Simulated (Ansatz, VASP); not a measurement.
## One calculation of Bi, two programs

Contents of INCAR:

```
SYSTEM = Bi
  PREC = Accurate
  ENCUT = 600
  EDIFF = 1E-6
  ISMEAR = 0
  SIGMA = 0.1
  LREAL = .FALSE.
  LASPH = .TRUE.
  NELM = 80
  ALGO = Fast
  ISIF = 3
  LWAVE = .FALSE.
  LCHARG = .FALSE.
  GGA = PS
  IBRION = 2
  NSW = 90
  EDIFFG = -0.04
```

File KPOINTS:

```
Automatic mesh
0
G
  6 6 4
  0 0 0
```

File POSCAR:

```
Bi
1.0
    3.7629691289      0.0000000000      0.0000000000
   -1.8814845645      3.2588268592      0.0000000000
    0.0000000000      0.0000000000      6.1074981812
Bi
2
Direct
    0.3333333333      0.6666666667      0.2500000000
    0.6666666667      0.3333333333      0.7500000000
```

Input for Ansatz:

```yaml
crystal:
  lattice:
    - [3.7629691289, 0.0, 0.0]
    - [-1.8814845645, 3.2588268592, 0.0]
    - [0.0, 0.0, 6.1074981812]
  atoms:
    - { symbol: Bi, position: [0.3333333333, 0.6666666667, 0.25] }
    - { symbol: Bi, position: [0.6666666667, 0.3333333333, 0.75] }
basis:
  ecutwfc: 420
kpoints:
  mp_grid: { grid: [6, 6, 4] }
hamiltonian:
  xc: pbesol
scf:
  occupations: { method: gaussian, width: 0.1 }
  lower_state_search: "off"
output:
  forces: true
  stress: true
  eigenvalues: true
relax:
  adjacent_minimum: "off"
  f_tol: 0.04
  max_steps: 70
  cell: { stress_tol: 0.4 }
```

Alike in both runs: task relaxation of cell and atoms; functional PBEsol; k mesh 6 × 6 × 4; occupations gaussian, width 0.1 eV; no spin polarisation.

|  | VASP | Ansatz |
| --- | --- | --- |
| version | VASP 6.6.1 | Ansatz 0.2.0 |
| potentials or method | VASP PAW PBE potentials, release 64 (Bi_d), cutoff 600 eV | scalar-relativistic, plane waves, PAW |
| valence electrons in the cell | 30 | 30 |

|  | VASP | Ansatz | Ansatz less VASP |
| --- | --- | --- | --- |
| gap on the k mesh at the Fermi level, each at its own relaxed structure (eV) | none | none | - |
| relaxed volume (Å³/atom) | 29.89 | 29.81 | -0.085 |
| relaxed cell length with the largest relative difference (Å) | 3.451 | 3.447 | -0.0042 |

VASP's potentials were made for PBE, not for PBEsol. A gap of «none» marks a metal or a gap that the smearing closes.

Neither program's run includes spin-orbit coupling. Noted on VASP's run: the volume moved by over 15 % at a fixed basis, so the end points are rough.
